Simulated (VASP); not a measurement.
# HW12C12O in VASP: a series of runs

Runs on HW12C12O. Level: PBE+D3(BJ). Tasks: single point.

Everything below comes from runs of VASP 6.6.1. Logs are shortened: lines on timing, memory, paths and dates and some standing lists are left out, and cuts for length are marked.

## 1. The cell of the first run

The cell holds a slab with vacuum, 26 atoms: a = 5.751 Å, b = 5.751 Å, c = 21.043 Å, α = 90.00°, β = 90.00°, γ = 120.00°.

## 2. Single point, PBE+D3(BJ)

The input, INCAR:

```
SYSTEM = HW12C12O
PREC = Accurate
ENCUT = 520
EDIFF = 1E-7
ISMEAR = -1
SIGMA = 0.05
LREAL = Auto
LASPH = .True.
NELM = 80
ALGO = Normal
ISIF = 2
LWAVE = .False.
LCHARG = .False.
GGA = PE
IVDW = 12
NBANDS = 130
```

The input, KPOINTS:

```
Automatic mesh
0
Gamma
  2 2 1
  0 0 0
```

The input, POSCAR:

```
HW12C12O
1.0
    5.7513400000      0.0000000000      0.0000000000
   -2.8756700000      4.9808070000      0.0000000000
    0.0000000000      0.0000000000     21.0428500000
W C O H
12 12 1 1
Direct
    0.0000000000      0.0000000000      0.0475220799
   -0.0000948126      0.0004015414      0.1805696472
   -0.0149268707      0.0201172220      0.3038181615
    0.0000057342      0.4999992973      0.0475220799
    0.0001511257      0.5007421488      0.1806789480
    0.0014153881      0.4944379495      0.3152947438
    0.5000052162      0.0000000000      0.0475220799
    0.4994113598     -0.0000401541      0.1807074612
    0.5054807592     -0.0002810789      0.3155656197
    0.4999935631      0.4999992973      0.0475220799
    0.4995703618      0.5003004533      0.1807644877
    0.4953699057      0.5036533236      0.3158697610
    0.3333237845      0.1666597401      0.1144616818
    0.3259418338      0.1637887194      0.2458269674
    0.4497447787      0.2370700170      0.3818541690
    0.3333295187      0.6666590374      0.1144616818
    0.3294276185      0.6672011182      0.2428615896
    0.3578059807      0.6482885203      0.3849193431
    0.8333290007      0.1666597401      0.1144616818
    0.8302176480      0.1692697589      0.2443062608
    0.8302483429      0.1708960014      0.3794875694
    0.8333347349      0.6666590374      0.1144616818
    0.8366157009      0.6724211558      0.2461833830
    0.7788306195      0.5751076081      0.3873144560
    0.1596381831      0.7262076206      0.4135561485
    0.3233669858      0.5519386718      0.5155527887
```

Potentials or basis: VASP PAW PBE potentials, release 64 (W_sv, C, O, H).

Started as:

```bash
cat potpaw_PBE.64/W_sv/POTCAR potpaw_PBE.64/C/POTCAR potpaw_PBE.64/O/POTCAR potpaw_PBE.64/H/POTCAR > POTCAR
mpirun -np 1 vasp_std > vasp.out
```

OUTCAR:

```text
SYSTEM = HW12C12O
   PREC = Accurate
   ENCUT = 520
   EDIFF = 1E-7
   ISMEAR = -1
   LREAL = Auto
   LASPH = .True.
   NELM = 80
   ISIF = 2
   GGA = PE
   IVDW = 12
 IVDW          = 12

 ion  position               nearest neighbor table
   1  0.000  0.000  0.048-  13 2.18  19 2.18  22 2.18   2 2.80   7 2.88  10 2.88   4 2.88   4 2.88
                            10 2.88   7 2.88
   2  1.000  0.000  0.181-  14 2.13  23 2.14  20 2.15  19 2.16  13 2.17  22 2.17   3 2.60   1 2.80
                             8 2.87   5 2.87  11 2.87   5 2.88  11 2.88   8 2.88
   3  0.985  0.020  0.304-  20 1.97  14 2.10  23 2.12  21 2.20   2 2.60   6 2.69   9 2.71  12 2.87
                            12 2.91   9 3.06   6 3.08
   4  0.000  0.500  0.048-  16 2.18  22 2.18  19 2.18   5 2.80  10 2.88   1 2.88   7 2.88   7 2.88
                             1 2.88  10 2.88
   5  0.000  0.501  0.181-  17 2.10  20 2.13  22 2.17  23 2.17  16 2.17  19 2.17   4 2.80   6 2.83
                             8 2.87  11 2.87   2 2.87   2 2.88  11 2.88   8 2.88
   6  0.001  0.494  0.315-  21 2.10  24 2.18  20 2.20  17 2.23  23 2.24  18 2.31  25 2.38   3 2.69
                            12 2.81   5 2.83   9 2.85   9 2.90  12 2.94   3 3.08
   7  0.500  0.000  0.048-  19 2.18  16 2.18  13 2.18   8 2.80   1 2.88  10 2.88   4 2.88   4 2.88
                            10 2.88   1 2.88
   8  0.499  1.000  0.181-  17 2.11  20 2.12  13 2.17  16 2.17  14 2.17  19 2.17   7 2.80   9 2.84
                             5 2.87   2 2.87  11 2.87  11 2.88   2 2.88   5 2.88
   9  0.505  1.000  0.316-  15 2.09  21 2.10  20 2.21  14 2.25  17 2.26  18 2.28   3 2.71  12 2.82
                             8 2.84   6 2.85   6 2.90  12 2.93   3 3.06
  10  0.500  0.500  0.048-  16 2.18  13 2.18  22 2.18  11 2.80   4 2.88   7 2.88   1 2.88   1 2.88
                             7 2.88   4 2.88
  11  0.500  0.500  0.181-  17 2.13  14 2.16  16 2.17  13 2.17  22 2.17  23 2.17  10 2.80  12 2.84
                             5 2.87   8 2.87   2 2.87   2 2.88   8 2.88   5 2.88
  12  0.495  0.504  0.316-  15 1.99  18 2.02  24 2.10  14 2.24  23 2.24  17 2.25   6 2.81   9 2.82
                            11 2.84   3 2.87   3 2.91   9 2.93   6 2.94
  13  0.333  0.167  0.114-   8 2.17   2 2.17  11 2.17   1 2.18  10 2.18   7 2.18
  14  0.326  0.164  0.246-   3 2.10   2 2.13  11 2.16   8 2.17  12 2.24   9 2.25
  15  0.450  0.237  0.382-  24 1.92  12 1.99   9 2.09
  16  0.333  0.667  0.114-  11 2.17   5 2.17   8 2.17   4 2.18  10 2.18   7 2.18
  17  0.329  0.667  0.243-   5 2.10   8 2.11  11 2.13   6 2.23  12 2.25   9 2.26
  18  0.358  0.648  0.385-  25 1.54  12 2.02   9 2.28   6 2.31
  19  0.833  0.167  0.114-   2 2.16   8 2.17   5 2.17   7 2.18   1 2.18   4 2.18
  20  0.830  0.169  0.244-   3 1.97   8 2.12   5 2.13   2 2.15   6 2.20   9 2.21
  21  0.830  0.171  0.379-   6 2.10   9 2.10   3 2.20
  22  0.833  0.667  0.114-   5 2.17   2 2.17  11 2.17   4 2.18   1 2.18  10 2.18
  23  0.837  0.672  0.246-   3 2.12   2 2.14   5 2.17  11 2.17   6 2.24  12 2.24
  24  0.779  0.575  0.387-  15 1.92  25 1.99  12 2.10   6 2.18
  25  0.160  0.726  0.414-  18 1.54  24 1.99   6 2.38
  26  0.323  0.552  0.516-

  LATTYP: Found a hexagonal cell.
 ALAT       =     5.7513400000
 C/A-ratio  =     3.6587734337

  Lattice vectors:

 A1 = (   5.7513400000,   0.0000000000,   0.0000000000)
 A2 = (  -2.8756700000,   4.9808070000,   0.0000000000)
 A3 = (   0.0000000000,   0.0000000000,  21.0428500000)

Analysis of symmetry for initial positions (statically):
=====================================================================
 Subroutine PRICEL returns:
 Original cell was already a primitive cell.

 Routine SETGRP: Setting up the symmetry group for a
 hexagonal supercell.

 Subroutine GETGRP returns: Found  1 space group operations
 (whereof  1 operations were pure point group operations)
 out of a pool of 24 trial point group operations.

The static configuration has the point symmetry C_1 .

Analysis of symmetry for dynamics (positions and initial velocities):
[... 48 lines left out ...]
   TEBEG  =    0.0;   TEEND  =   0.0 temperature during run
   PSTRESS=    0.0 pullay stress
   NELECT =     223.0000    total number of electrons
   NUPDOWN=      -1.0000    fix difference up-down
   EMIN   =  10.00;   EMAX   =-10.00  energy-range for DOS
   EFERMI =   0.00;   METHOD = LEGACY
   ISMEAR =    -1;   SIGMA  =   0.05  broadening in eV -4-tet -1-fermi 0-gaus
   EFERMI_NEDOS =   21; number of points for ismear=-14 and -15
   IALGO  =     38    algorithm
   IMIX   =      4    mixing-type and parameters
     AMIX     =   0.40;   BMIX     =  1.00
     AMIX_MAG =   1.60;   BMIX_MAG =  1.00
  volume/ion in A,a.u.               =      23.18       156.46
  Fermi-wavevector in a.u.,A,eV,Ry     =   1.175219  2.220841 18.791536  1.381139
  Thomas-Fermi vector in A             =   2.311603
   LORBIT       =      0    0 simple, 1 ext, 2 COOP (PROOUT), +10 PAW based schemes
   GGA     = PE    functional components
   LHFCALC =     F    Hartree Fock is set to
   AEXX    =    0.0000 exact exchange contribution
   IVDW    =    12    specifies the selected vdW correction
   LEPSILON=     F    determine dielectric tensor
   LRPA    =     F    only Hartree local field effects (RPA)
 non-spin polarized calculation
  energy-cutoff  :      520.00
  volume of cell :      602.80
 maximum number of plane-waves:     16303
 NGX is ok and might be reduce to    48
   NGX = 21   NGY = 21   NGZ = 79

 number of electron     222.9999992 magnetization

 Free energy of the ion-electron system (eV)
  ---------------------------------------------------
  ext. energy  EPLUGINS =         0.00000000
  ---------------------------------------------------
  free energy    TOTEN  =      -253.11584045 eV

  energy without entropy =     -252.98958643  energy(sigma->0) =     -253.05271344

 E-fermi :   1.7228     XC(G=0):  -7.0152

 val. band max:        1.7158793115   @ k =   0.5000   0.0000   0.0000
 cond. band min:       1.7460617819   @ k =   0.5000   0.5000   0.0000
 fundamental gap:      0.0301824704
 Fermi energy:         1.7228208606

 k-point     1 :       0.0000    0.0000    0.0000
  band No.  band energies     occupation
      1     -72.6498      2.00000
      2     -72.6249      2.00000
      3     -72.5859      2.00000
      4     -72.5827      2.00000
      5     -72.5800      2.00000
      6     -72.5508      2.00000
[... 493 lines left out ...]
    122       2.9658      0.00000
    123       3.0662      0.00000
 [bands above 123 left out]

------------------------ aborting loop because EDIFF is reached ----------------------------------------

 Edisp (eV)   -8.59729

 E8    (eV) :    -4.0258

  FORCE on cell =-STRESS in cart. coord.  units (eV):
  Direction    XX          YY          ZZ          XY          YZ          ZX
  --------------------------------------------------------------------------------------
  -------------------------------------------------------------------------------------
  Total       5.69350    10.27140     6.86606    -2.50448    -3.17187     6.80840
  in kB      15.13272    27.30026    18.24926    -6.65663    -8.43048    18.09599
  external pressure =       20.23 kB  Pullay stress =        0.00 kB

 VOLUME and BASIS-vectors are now :
 -----------------------------------------------------------------------------
  energy-cutoff  :      520.00
  volume of cell :      602.80
      direct lattice vectors                 reciprocal lattice vectors
     5.751340000  0.000000000  0.000000000     0.173872524  0.100385339  0.000000000
    -2.875670000  4.980807000  0.000000000     0.000000000  0.200770678  0.000000000
     0.000000000  0.000000000 21.042850000     0.000000000  0.000000000  0.047522080

 POSITION                                       TOTAL-FORCE (eV/Angst)
 -----------------------------------------------------------------------------------
      0.00000      0.00000      1.00000         0.046398      0.007311      0.416598
      5.74964      0.00200      3.79970         0.213461     -0.106728     -2.170892
      5.60764      0.10020      6.39320         2.608771     -2.031048      7.739097
     -1.43780      2.49040      1.00000        -0.024910     -0.028327      0.459675
     -1.43910      2.49410      3.80200        -0.307490      0.679557     -0.513870
     -1.41370      2.46270      6.63470        -0.732809      0.349936      1.837583
[... 18 lines left out ...]
     -1.17020      3.61710      8.70240         4.700065     -1.336709     -2.188121
      0.27260      2.74910     10.84870         0.041968      0.018349     -0.402980
 -----------------------------------------------------------------------------------
    total drift:                               -0.012122      0.008731      0.044893

  FREE ENERGIE OF THE ION-ELECTRON SYSTEM (eV)
  ---------------------------------------------------
  free  energy   TOTEN  =      -261.7131281080 eV

  energy  without entropy=     -261.5868740842  energy(sigma->0) =     -261.65000110
```

It took 16 min on 1 thread of AMD EPYC 9R45 (Zen 5), shared host; peak memory 0.83 GiB.

What came out:

```yaml
Free_energy: -261.7131 eV
Largest_force: 8.416 eV/Å
Band_gap_on_the_k_mesh: zero (an odd number of electrons rules out a gap without spin polarisation)
Dispersion_energy_per_atom: -0.331 eV
```

Forces in eV/Å, atoms in the order of the input:
```
W    0.046  0.007  0.417
W    0.213 -0.107 -2.171
W    2.609 -2.031  7.739
W   -0.025 -0.028  0.460
W   -0.307  0.680 -0.514
W   -0.733  0.350  1.838
W   -0.026  0.028  0.504
W   -0.658 -0.214 -0.465
W   -0.971  0.375  1.582
W    0.043 -0.029  0.405
W    0.068  0.043 -0.070
W    0.121  0.851  0.319
C   -0.061 -0.060 -1.226
C    0.657  0.737  0.008
C    1.083  0.746 -0.171
C   -0.047  0.066 -1.127
C    0.195 -0.018  0.667
C   -5.061  1.685  0.898
C   -0.082  0.030 -1.415
C   -1.172  0.558 -0.140
C    0.491 -0.290 -3.149
C   -0.016  0.028 -1.190
C   -0.459 -0.753 -0.055
C   -0.652 -1.336 -0.551
O    4.700 -1.337 -2.188
H    0.042  0.018 -0.403
```

Levels at points of the mesh, in eV from the Fermi level:
```tsv
k point	band 109	band 110	band 111	band 112	band 113	band 114	band 115	band 116
(0.00, 0.00, 0.00)	-0.02	0.05	0.08	0.09	0.23	0.48	0.69	0.94
(0.50, 0.00, 0.00)	-0.88	-0.60	-0.38	-0.20	-0.01	0.58	0.66	0.79
(0.00, 0.50, 0.00)	-0.84	-0.59	-0.32	-0.10	0.12	0.29	0.58	0.78
(0.50, 0.50, 0.00)	-0.76	-0.50	-0.39	-0.10	0.02	0.12	0.44	0.77
```

Caveat: the k points lie up to 0.63 Å⁻¹ apart, too coarse for converged energies and pressures of a metal; there is no dipole correction, which matters where the two faces differ; spin-orbit coupling is left out, which moves the levels of the heavy elements; an odd number of electrons without spin polarisation forces a metal; a magnetic or distorted state may lie lower.

[end of part 1 of 2]

The gap in the log of VASP goes by the Fermi energy; the results here count the filled bands.